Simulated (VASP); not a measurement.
Runs of VASP 6.6.1 on CaSe. The structure is that of space group F-43m (No. 216), or close to it. The cells are those of the table. 

```csv
task,level,potentials or basis,cell,k mesh,cutoff (eV),smearing,grid for exact exchange (PRECFOCK),share of exact exchange,gap on the mesh (eV),pressure (GPa),relaxed volume (Å³/atom)
relaxation of cell and atoms,PBE,"VASP PAW PBE potentials, release 64 (Ca_sv, Se)","relaxed from a = 4.606 Å, angles 60.0°, 2 atoms",6 × 6 × 6,600,fermi-dirac 0.02 eV,-,-,3.15,0.0,35.87
relaxation of cell and atoms,LDA,"VASP PAW LDA potentials, release 64 (Ca_sv, Se)","relaxed from a = 4.659 Å, angles 60.0°, 2 atoms",6 × 6 × 6,600,fermi-dirac 0.02 eV,-,-,3.13,0.0,(b)
single point,HF,"VASP PAW PBE potentials, release 64 (Ca_sv, Se)","a = 4.638 Å, angles 60.0°, 2 atoms",4 × 4 × 4,520,gaussian 0.01 eV,Normal,1,9.93,3.3,-
single point,r2SCAN,"VASP PAW PBE potentials, release 64 (Ca_sv, Se)","a = 4.638 Å, angles 60.0°, 2 atoms",6 × 6 × 6,520,fermi-dirac 0.02 eV,-,-,3.69,(a),-
single point,PBEsol,"VASP PAW PBE potentials, release 64 (Ca_sv, Se)","a = 4.598 Å, angles 60.0°, 2 atoms",6 × 6 × 6,520,fermi-dirac 0.02 eV,-,-,3.14,0.1,-
```

Alike in all rows: no spin polarisation.

Estimate the missing entries.

(a) 0.2; (b) 33.21.

Caveats: the PAW data sets were made with another functional, which shifts forces and pressure a little (at least some runs); the cell stands under pressure (at least some runs).

A k mesh can miss the band edges, and the runs leave out spin-orbit coupling on Se.
